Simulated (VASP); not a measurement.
The system is Ta.

```
Ta
1.0
    -1.65128    1.65128    1.65128
     1.65128   -1.65128    1.65128
     1.65128    1.65128   -1.65128
Ta
1
Direct
  0.00000 0.00000 0.00000
```

- Program: VASP 6.6.1
- Task: relaxation of cell and atoms
- Functional: PBE
- Potentials or basis: VASP PAW PBE potentials, release 64 (Ta_pv)
- Cutoff: 500 eV
- k mesh: 14 × 14 × 14
- Occupations: methfessel-paxton, width 0.1 eV
- Spin: no spin polarisation

At the start: pressure 3.2 GPa; volume 18.01 Å³/atom.

Q: How do energy, volume and symmetry change on relaxing?

A: Over 3 steps the energy falls by 2.7 meV/atom and the volume is 18.29 Å³/atom (+1.6 %); space group Im-3m (No. 229, to 0.1 Å) before and after.

Step by step:
```csv
step,energy change (eV),largest force (eV/Å),pressure (GPa),volume (Å³)
1,0.0000,0.0000,3.23,18.01
2,0.0128,0.0000,-7.07,18.97
3,-0.0027,0.0000,-0.03,18.29
```

Final structure:
```cif
data_structure
_symmetry_space_group_name_H-M 'P 1'
_symmetry_Int_Tables_number 1
_cell_length_a 2.8748
_cell_length_b 2.8748
_cell_length_c 2.8748
_cell_angle_alpha 109.471
_cell_angle_beta 109.471
_cell_angle_gamma 109.471
_cell_volume 18.29
loop_
_atom_site_label
_atom_site_type_symbol
_atom_site_fract_x
_atom_site_fract_y
_atom_site_fract_z
_atom_site_occupancy
Ta1 Ta 0.00000 0.00000 0.00000 1
```
